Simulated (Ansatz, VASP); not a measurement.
## Two plane-wave programs on Rh

INCAR

```
  ALGO = Fast
  EDIFF = 1E-6
  ENCUT = 520
  GGA = PS
  ISIF = 2
  ISMEAR = 0
  LASPH = True
  LCHARG = False
  LREAL = False
  LWAVE = False
  NBANDS = 22
  NELM = 80
  PREC = Accurate
  SIGMA = 0.15
```

KPOINTS

```
k-points
0
Gamma
  24 24 14
```

POSCAR

```
Rh
1.0
    2.9038349716      0.0000000000      0.0000000000
   -1.4519174858      2.5147948538      0.0000000000
    0.0000000000      0.0000000000      4.3290202437
Rh
2
Direct
    0.6666666667      0.3333333333      0.7500000000
    0.3333333333      0.6666666667      0.2500000000
```

Input for Ansatz:

```yaml
crystal:
  lattice:
    - [2.9038349716, 0.0, 0.0]
    - [-1.4519174858, 2.5147948538, 0.0]
    - [0.0, 0.0, 4.3290202437]
  atoms:
    - { symbol: Rh, position: [0.6666666667, 0.3333333333, 0.75] }
    - { symbol: Rh, position: [0.3333333333, 0.6666666667, 0.25] }
basis:
  ecutwfc: 420
kpoints:
  mp_grid: { grid: [24, 24, 14] }
hamiltonian:
  xc: pbesol
scf:
  occupations: { method: gaussian, width: 0.15 }
output:
  forces: true
  stress: true
  eigenvalues: true
  write_density: true
  write_potential: true
  elf: true
  volumetric_format: npy
```

Change from the starting cell: strain +0.080 along x and y, +0.000 along z, atoms carried along.

Alike in both runs: task single point; functional PBEsol; k mesh 24 × 24 × 14; occupations gaussian, width 0.15 eV; no spin polarisation.

|  | VASP | Ansatz |
| --- | --- | --- |
| version | VASP 6.6.1 | Ansatz 0.2.0 |
| potentials or method | VASP PAW PBE potentials, release 64 (Rh_pv), cutoff 520 eV | scalar-relativistic, plane waves, PAW |
| valence electrons in the cell | 30 | 34 |

```csv
,VASP,Ansatz,Ansatz less VASP
gap on the k mesh at the Fermi level (eV),none,none,-
pressure (GPa),-28.8,-28.6,+0.12
"traceless stress, the component that is largest in VASP (GPa)",6.30,6.26,-0.035
```

VASP's potentials were made for PBE, not for PBEsol. A gap of «none» marks a metal or a gap that the smearing closes. Both programs put the cell under strong tension, so it lies far from rest at this level. VASP's potentials hold 30 valence electrons a cell and Ansatz's 34, so a difference there can come from the potentials and not from the codes.
